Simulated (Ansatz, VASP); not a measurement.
Two plane-wave programs on PbSe

```
Pb Se
1.0
     0.00000    3.06065    3.06065
     3.06065    0.00000    3.06065
     3.06065    3.06065    0.00000
Pb Se
1 1
Cartesian
  0.0000 0.0000 0.0000
  3.0606 3.0606 3.0606
```

Alike in both runs: task single point; functional PBE; k mesh 4 × 4 × 4; no spin polarisation.

|  | VASP | Ansatz |
| --- | --- | --- |
| version | VASP 6.6.1 | Ansatz 0.2.0 |
| potentials or method | VASP PAW PBE potentials, release 64 (Pb_d, Se), cutoff 520 eV | plane waves, PAW |
| occupations | gaussian, width 0.01 eV | fixed |
| valence electrons in the cell | 20 | 30 |

|  | VASP | Ansatz | Ansatz less VASP |
| --- | --- | --- | --- |
| gap on the k mesh at the Fermi level (eV) | 0.29 | 0.29 | -0.005 |

VASP's potentials hold 20 valence electrons a cell and Ansatz's 30, so a difference there can come from the potentials and not from the codes.

The k mesh is coarse, so the values compare programs but aren't converged. Neither program's run includes spin-orbit coupling.
